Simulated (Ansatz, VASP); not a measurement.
**One calculation of Si3C, two programs**

INCAR

```
  PREC = Accurate
  ENCUT = 910
  EDIFF = 1E-7
  ISMEAR = 0
  SIGMA = 0.1
  LREAL = F
  LASPH = T
  NELM = 120
  ALGO = Normal
  ISIF = 3
  LWAVE = F
  LCHARG = F
  GGA = PE
  IBRION = 2
  NSW = 100
  EDIFFG = -0.05
  GGA_COMPAT = F
  NELMIN = 4
```

KPOINTS

```
regular mesh
0
Gamma
  6 6 6
```

Contents of POSCAR:

```
Si3C
1.0
    0.0000000000     -2.4872308900     -2.4872308900
   -2.4872308900      0.0000000000     -2.4872308900
    2.4872308900      2.4872308900     -4.9744617800
C Si
1 3
Direct
    0.8750000000      0.8750000000      0.3750000000
    0.3750000000      0.3750000000      0.8750000000
    0.7500000000      0.7500000000      0.7500000000
    0.2500000000      0.2500000000      0.2500000000
```

Input for Ansatz:

```yaml
crystal:
  lattice:
    - [0.0, -2.48723089, -2.48723089]
    - [-2.48723089, 0.0, -2.48723089]
    - [2.48723089, 2.48723089, -4.97446178]
  atoms:
    - { symbol: C, position: [0.875, 0.875, 0.375] }
    - { symbol: Si, position: [0.375, 0.375, 0.875] }
    - { symbol: Si, position: [0.75, 0.75, 0.75] }
    - { symbol: Si, position: [0.25, 0.25, 0.25] }
basis:
  ecutwfc: 420
kpoints:
  mp_grid: { grid: [6, 6, 6] }
hamiltonian:
  xc: pbe
  pseudopotentials: { kind: paw }
scf:
  occupations: { method: gaussian, width: 0.1 }
output:
  forces: true
  stress: true
  eigenvalues: true
relax:
  adjacent_minimum: "off"
  f_tol: 0.05
  max_steps: 80
  cell: { stress_tol: 0.5 }
```

Alike in both runs: task relaxation of cell and atoms; functional PBE; k mesh 6 × 6 × 6; occupations gaussian, width 0.1 eV; no spin polarisation.

|  | VASP | Ansatz |
| --- | --- | --- |
| version | VASP 6.6.1 | Ansatz 0.2.0 |
| potentials or method | VASP PAW PBE potentials, release 64 (C_h, Si), cutoff 910 eV | scalar-relativistic, plane waves, PAW |
| valence electrons in the cell | 16 | 16 |

VASP gave:

| Property | Result |
| --- | --- |
| gap on the k mesh at the Fermi level, each at its own relaxed structure (eV) | none |
| relaxed volume (Å³/atom) | 14.92 |
| relaxed cell length with the largest relative difference (Å) | 3.424 |

Question: Estimate Ansatz's values.

Answer: gap on the k mesh at the Fermi level, each at its own relaxed structure (eV): none; relaxed volume (Å³/atom): 14.71; relaxed cell length with the largest relative difference (Å): 3.380.

A gap of «none» marks a metal or a gap that the smearing closes.

Noted on VASP's run: the cutoff is short for stress, so the pressure is rough.
